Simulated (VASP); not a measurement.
A run of VASP 6.6.1 is set up as follows.

INCAR

```
PREC = Accurate ; ENCUT = 520
EDIFF = 1E-6 ; ISMEAR = 0
SIGMA = 0.05 ; LREAL = F
LASPH = T ; NELM = 80
ALGO = Normal ; ISIF = 2
LWAVE = F ; LCHARG = F
LDIPOL = T ; IDIPOL = 3
DIPOL = 0.5 0.5 0.500 ; GGA = PE
NBANDS = 36
```

Contents of KPOINTS:

```
Automatic mesh
0
Gamma
  7 5 1
```

Contents of POSCAR:

```
Si
1.0
    3.8677060711      0.0000000000      0.0000000000
    0.0000000000      5.4697623810      0.0000000000
    0.0000000000      0.0000000000     24.6692651777
Si
12
Direct
    0.5000000000      0.0000000000      0.3040220268
    0.0000000000      0.2500000000      0.3040220268
    0.0000000000      0.5000000000      0.3824132161
    0.5000000000      0.7500000000      0.3824132161
    0.5000000000      0.0000000000      0.4608044054
    0.0000000000      0.2500000000      0.4608044054
    0.0000000000      0.5000000000      0.5391955946
    0.5000000000      0.7500000000      0.5391955946
    0.5000000000      0.0000000000      0.6175867839
    0.0000000000      0.2500000000      0.6175867839
    0.0000000000      0.5000000000      0.6959779732
    0.5000000000      0.7500000000      0.6959779732
```

Potentials or basis: VASP PAW PBE potentials, release 64 (Si).

Launch:

```sh
$ cat potpaw_PBE.64/Si/POTCAR > POTCAR
$ mpirun -np 1 vasp_std > vasp.out
```

Question: Predict the largest force.

Answer: 0.589 eV/Å.

Question: Estimate the band gap on the k mesh.

Answer: Zero (bands 24 and 25 overlap by 0.31 eV).

Forces in eV/Å, atoms in the order of the input:
```
Si   0.000  0.536  0.242
Si   0.000 -0.536  0.242
Si   0.000  0.096 -0.264
Si   0.000 -0.096 -0.264
Si   0.000  0.139  0.000
Si   0.000 -0.139  0.000
Si   0.000  0.139  0.000
Si   0.000 -0.139  0.000
Si   0.000  0.096  0.264
Si   0.000 -0.096  0.264
Si   0.000  0.536 -0.242
Si   0.000 -0.536 -0.242
```
